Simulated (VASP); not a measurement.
Write the native input for VASP 6.6.1 that does the following.

- Task: single point
- Functional: PBEsol
- Potentials or basis: VASP PAW PBE potentials, release 64 (Sb)
- Cutoff: 520 eV
- k mesh: 8 × 8 × 8
- Occupations: gaussian, width 0.1 eV
- Spin: no spin polarisation
- Dipole correction: no
- Further INCAR settings: ALGO = Normal; EDIFF = 1e-06; NBANDS = 8

The structure of Sb lies in POSCAR:

```
Sb
1.0
   -1.7227677635      1.7227677635      2.6209398324
    1.7227677635     -1.7227677635      2.6209398324
    1.7227677635      1.7227677635     -2.6209398324
Sb
1
Direct
    0.0000000000      0.0000000000      0.0000000000
```

The input as run:

INCAR

```
PREC = Accurate ; ENCUT = 520
EDIFF = 1E-6 ; ISMEAR = 0
SIGMA = 0.1 ; LREAL = False
LASPH = True ; NELM = 80
ALGO = Normal ; ISIF = 2
LWAVE = False ; LCHARG = False
GGA = PS ; NBANDS = 8
```

KPOINTS

```
regular mesh
0
Gamma
  8 8 8
```

Potentials or basis: VASP PAW PBE potentials, release 64 (Sb).

Launch:

```sh
$ cat potpaw_PBE.64/Sb/POTCAR > POTCAR
$ mpirun -np 1 vasp_std > vasp.out
```

It gave:

* Pressure: -8.0 GPa
* Band gap on the k mesh: zero (an odd number of electrons rules out a gap without spin polarisation)

Caveat: the cell stands under tension; the PAW data sets were made with another functional, which shifts forces and pressure a little; spin-orbit coupling is left out, which moves the levels of the heavy elements.

It took 9.3 s on 1 thread of Intel Xeon 8259CL (shared host), peak memory 0.16 GiB.
